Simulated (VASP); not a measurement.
A run of VASP 6.6.1 is set up as follows.

Contents of POSCAR:

```
Ga3Se
1.0
    4.3611939016      0.0000000000      0.0000000000
    0.0000000000      4.3611939016      0.0000000000
    0.0000000000      0.0000000000      4.3611939016
Ga Se
3 1
Direct
    0.0000000000      0.5000000000      0.5000000000
    0.5000000000      0.0000000000      0.5000000000
    0.5000000000      0.5000000000      0.0000000000
    0.0000000000      0.0000000000      0.0000000000
```

INCAR.step1

```
SYSTEM = Ga3Se
PREC     = Accurate       ! precision mode
ENCUT    = 520            ! plane-wave cutoff, eV
ISMEAR   = 0              ! smearing method
SIGMA    = 0.1            ! smearing width, eV
LREAL    = .False.        ! projectors in reciprocal space
LASPH    = .True.         ! aspherical terms in the spheres
NELM     = 60             ! most SCF steps
NBANDS   = 30             ! bands
GGA      = PE             ! functional
ALGO     = Normal         ! electronic algorithm
EDIFF    = 1E-4           ! SCF threshold, eV
LWAVE    = .True.         ! write WAVECAR
LCHARG   = .False.        ! write CHGCAR
```

The input INCAR.step2:

```
SYSTEM = Ga3Se
PREC     = Accurate       ! precision mode
ENCUT    = 520            ! plane-wave cutoff, eV
EDIFF    = 1E-7           ! SCF threshold, eV
ISMEAR   = 0              ! smearing method
SIGMA    = 0.1            ! smearing width, eV
LREAL    = .False.        ! projectors in reciprocal space
LASPH    = .True.         ! aspherical terms in the spheres
NELM     = 60             ! most SCF steps
ALGO     = Normal         ! electronic algorithm
ISIF     = 2              ! what is computed and relaxed
LWAVE    = .False.        ! write WAVECAR
LCHARG   = .True.         ! write CHGCAR
METAGGA  = R2SCAN         ! meta-GGA
LMIXTAU  = .True.       
LELF     = .True.         ! ELF
LVHAR    = .True.       
NBANDS   = 30             ! bands
ISTART   = 1
```

KPOINTS

```
Automatic mesh
0
Gamma
  10 10 10
  0 0 0
```

Potentials or basis: VASP PAW PBE potentials, release 64 (Ga_d, Se).

Run with:

```bash
$ cat potpaw_PBE.64/Ga_d/POTCAR potpaw_PBE.64/Se/POTCAR > POTCAR
$ cp INCAR.step1 INCAR
$ mpirun -np 1 vasp_std > vasp.out
$ cp INCAR.step2 INCAR
$ mpirun -np 1 vasp_std > vasp.out
```

(1) Predict the band gap on the k mesh.

(2) Estimate the pressure.

Results:

(1) zero (an odd number of electrons rules out a gap without spin polarisation).

(2) 0.0 GPa.

Caveat: the PAW data sets were made with another functional, which shifts forces and pressure a little.
